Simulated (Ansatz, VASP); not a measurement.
# Zn in VASP and in Ansatz

```xyz
2
Lattice="2.6814 0.0000 0.0000 -1.3407 2.3222 0.0000 0.0000 0.0000 5.0309" Properties=species:S:1:pos:R:3 pbc="T T T"
Zn    0.0000    1.5481    1.2577
Zn    1.3407    0.7741    3.7732
```

Alike in both runs: functional revPBE; k mesh 13 × 13 × 7; occupations fermi-dirac, width 0.1 eV; no spin polarisation.

Ansatz relaxed the structure, and its values are those at the end. VASP's run is a single point on that final structure, the one shown.

|  | VASP | Ansatz |
| --- | --- | --- |
| version | VASP 6.6.1 | Ansatz 0.2.0 |
| potentials or method | VASP PAW PBE potentials, release 64 (Zn), cutoff 520 eV | plane waves (420 eV) with PAW, scalar-relativistic |
| valence electrons in the cell | 24 | 24 |

VASP gave:

* pressure (GPa): 0.3

Which values does Ansatz return?

Pressure (GPa): 0.0.

VASP's potentials were made for PBE, not for revPBE. With one functional, cell and mesh, what is left measures potentials, basis and numerics.
